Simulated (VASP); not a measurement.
Runs of VASP 6.6.1 on GaSb. The structure is that of space group F-43m (No. 216), or close to it. The cells are those of the table. 

```tsv
task	level	potentials or basis	spin	cell	k mesh	cutoff (eV)	grid for exact exchange (PRECFOCK)	share of exact exchange	screening parameter	gap on the mesh (eV)	pressure (GPa)
single point	r2SCAN	VASP PAW PBE potentials, release 64 (Ga_d, Sb_d_GW)	off	a = 4.379 Å, angles 60.0°, 2 atoms	6 × 6 × 6	550	-	-	-	0.17	-1.5
relaxation of cell and atoms	HSE06	VASP PAW PBE potentials, release 64 (Ga_d, Sb)	off	relaxed from a = 4.336 Å, angles 60.0°, 2 atoms	4 × 4 × 4	600	Normal	0.25	0.2079 1/Å	0.86	0.0
single point	PBE	VASP PAW PBE potentials, release 64 (Ga_d, Sb)	non-collinear, zero start, SOC	a = 4.336 Å, angles 60.0°, 2 atoms	8 × 8 × 8	520	-	-	-	-	2.1
single point	PBE	VASP PAW PBE potentials, release 64 (Ga_d, Sb_d_GW)	off	a = 4.308 Å, angles 60.0°, 2 atoms	6 × 6 × 6	500	-	-	-	(c)	(a)
single point	HSE06	VASP PAW PBE potentials, release 64 (Ga_d, Sb)	off	a = 4.347 Å, angles 60.0°, 2 atoms	4 × 4 × 4	520	Normal	0.25	0.2079 1/Å	0.78	(b)
```

Alike in all rows: smearing fermi-dirac 0.02 eV.

Task: Estimate the missing entries.

Result: (a) 3.0; (b) -0.5; (c) 0.12.

Caveats: some runs use coarse meshes; spin-orbit coupling is left out, which moves the levels of the heavy elements (at least some runs); the PAW data sets were made with another functional, which shifts forces and pressure a little (at least some runs); semilocal functionals underestimate gaps, and a narrow one can read as zero (at least some runs).

A k mesh can miss the band edges, and rows without SOC leave out spin-orbit coupling on Ga, Sb.

The runs don't all hold the same shells in valence.
